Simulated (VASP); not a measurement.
Set up this calculation in VASP 6.6.1, as the native input.

```yaml
Task: relaxation of cell and atoms
Functional: PBE
Potentials_or_basis: VASP PAW PBE potentials, release 64 (Fe, O)
Cutoff: 600 eV
k_mesh: 6 × 6 × 6
Occupations: gaussian, width 0.05 eV
Spin: collinear spin, ferromagnetic start
Starting_moments: "[0.95, 0.95, 0.95, 0.95, 0.0, 0.0, 0.0, 0.0, 0.0, 0.0] μB"
Dipole_correction: no
Further_INCAR_settings: ALGO = Normal; EDIFF = 1e-07; IBRION = 2; EDIFFG = -0.01; NSW = 50; ISIF = 3
```

The structure of Fe2O3 lies in POSCAR:

```
Fe2O3
1.0
    2.3865028408      1.3778480576      4.4345385515
   -2.3865028408      1.3778480576      4.4345385515
    0.0000000000     -2.7556961151      4.4345385515
Fe O
4 6
Direct
    0.3454541928      0.3454541928      0.3454541928
    0.1545458072      0.1545458072      0.1545458072
    0.6545458072      0.6545458072      0.6545458072
    0.8454541928      0.8454541928      0.8454541928
    0.5632180984      0.9367819016      0.2500000000
    0.2500000000      0.5632180984      0.9367819016
    0.9367819016      0.2500000000      0.5632180984
    0.4367819016      0.0632180984      0.7500000000
    0.7500000000      0.4367819016      0.0632180984
    0.0632180984      0.7500000000      0.4367819016
```

One way to write it, as run:

INCAR

```
PREC = Accurate ; ENCUT = 600
EDIFF = 1E-7 ; ISMEAR = 0
SIGMA = 0.05 ; LREAL = False
LASPH = True ; NELM = 200
ALGO = Normal ; ISIF = 3
LWAVE = False ; LCHARG = False
ISPIN = 2 ; MAGMOM = 0.95 0.95 0.95 0.95 0 0 0 0 0 0
LORBIT = 11 ; LMAXMIX = 4
GGA = PE ; IBRION = 2
NSW = 50 ; EDIFFG = -0.01
GGA_COMPAT = False ; NELMIN = 4
KPAR = 4
```

KPOINTS

```
Automatic mesh
0
Gamma
  6 6 6
```

Potentials or basis: VASP PAW PBE potentials, release 64 (Fe, O).

Run with:

```sh
$ cat potpaw_PBE.64/Fe/POTCAR potpaw_PBE.64/O/POTCAR > POTCAR
$ mpirun -np 4 vasp_std > vasp.out
```

It gave:

The relaxed volume is 8.79 Å³/atom, the relaxed cell is a = 5.229 Å, b = 5.229 Å, c = 5.229 Å, α = 54.41°, β = 54.41°, γ = 54.41° and the space group after relaxing (to 0.1 Å) is R-3c (No. 167). The energy gained by relaxing is 0.2 meV/atom, the ionic steps are 5 and the pressure after relaxing is 0.0 GPa. The largest force after relaxing is 0.007 eV/Å, the band gap on the k mesh is zero (filled and empty bands overlap) and the net moment is 4.00 μB per cell. The site moments are Fe +0.94; O +0.03 μB. The valence electrons inside the program's atomic spheres are Fe 7.35; O 5.01.

Caveat: semilocal functionals often make such compounds metallic where correlation or magnetic order opens a gap, which also shifts bond lengths; the run started ferromagnetic, and an antiferromagnetic order may lie lower in energy.

Wall time 7.4 min on 4 MPI ranks on Oxide Virtual Turin-like Processor (shared host), peak memory 0.43 GiB a rank.
